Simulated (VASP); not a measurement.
Write the native input for VASP 6.6.1 that does the following.

- Task: single point
- Functional: r2SCAN
- Potentials or basis: VASP PAW PBE potentials, release 64 (Sn_d, O)
- Cutoff: 520 eV
- k mesh: 10 × 10 × 8
- Occupations: gaussian, width 0.01 eV
- Spin: no spin polarisation
- Dipole correction: no
- Further INCAR settings: ALGO = Normal; EDIFF = 1e-06; NBANDS = 28

Crystal: SnO.

```xyz
4
Lattice="3.7317 0.0000 0.0000 0.0000 3.7317 0.0000 0.0000 0.0000 5.0442" Properties=species:S:1:pos:R:3 pbc="T T T"
Sn    0.0000    1.8658    1.1730
Sn    1.8658    0.0000    3.8712
O     1.8658    1.8658    0.0000
O     0.0000    0.0000    0.0000
```

One way to write it, as run:

POSCAR

```
SnO
1.0
    3.7316854615      0.0000000000      0.0000000000
    0.0000000000      3.7316854615      0.0000000000
    0.0000000000      0.0000000000      5.0442070582
Sn O
2 2
Direct
    0.0000000000      0.5000000000      0.2325523355
    0.5000000000      0.0000000000      0.7674476645
    0.5000000000      0.5000000000      0.0000000000
    0.0000000000      0.0000000000      0.0000000000
```

INCAR.step1

```
SYSTEM = SnO
PREC = Accurate
ENCUT = 520
ISMEAR = 0
SIGMA = 0.01
LREAL = .FALSE.
LASPH = .TRUE.
NELM = 80
NBANDS = 28
GGA = PE
ALGO = Normal
EDIFF = 1E-4
LWAVE = .TRUE.
LCHARG = .FALSE.
```

INCAR.step2

```
SYSTEM = SnO
PREC = Accurate
ENCUT = 520
EDIFF = 1E-6
ISMEAR = 0
SIGMA = 0.01
LREAL = .FALSE.
LASPH = .TRUE.
NELM = 80
ALGO = Normal
ISIF = 2
LWAVE = .FALSE.
LCHARG = .TRUE.
METAGGA = R2SCAN
LMIXTAU = .TRUE.
LELF = .TRUE.
LVHAR = .TRUE.
NBANDS = 28
ISTART = 1
```

KPOINTS

```
Automatic mesh
0
G
  10 10 8
  0 0 0
```

Potentials or basis: VASP PAW PBE potentials, release 64 (Sn_d, O).

Command:

```console
$ cat potpaw_PBE.64/Sn_d/POTCAR potpaw_PBE.64/O/POTCAR > POTCAR
$ cp INCAR.step1 INCAR
$ mpirun -np 1 vasp_std > vasp.out
$ cp INCAR.step2 INCAR
$ mpirun -np 1 vasp_std > vasp.out
```

Results of the run:

```yaml
Pressure: 3.2 GPa
Largest_force: 0.153 eV/Å
Band_gap_on_the_k_mesh: 0.15 eV (least direct gap 2.42 eV)
```

Caveat: the cell stands under pressure; semilocal functionals underestimate gaps, and a narrow one can read as zero; the PAW data sets were made with another functional, which shifts forces and pressure a little; spin-orbit coupling is left out, which moves the levels of the heavy elements.

Run time: 11 min on 1 thread of Oxide Virtual Turin-like Processor, with other jobs on the host, peak memory 0.26 GiB.
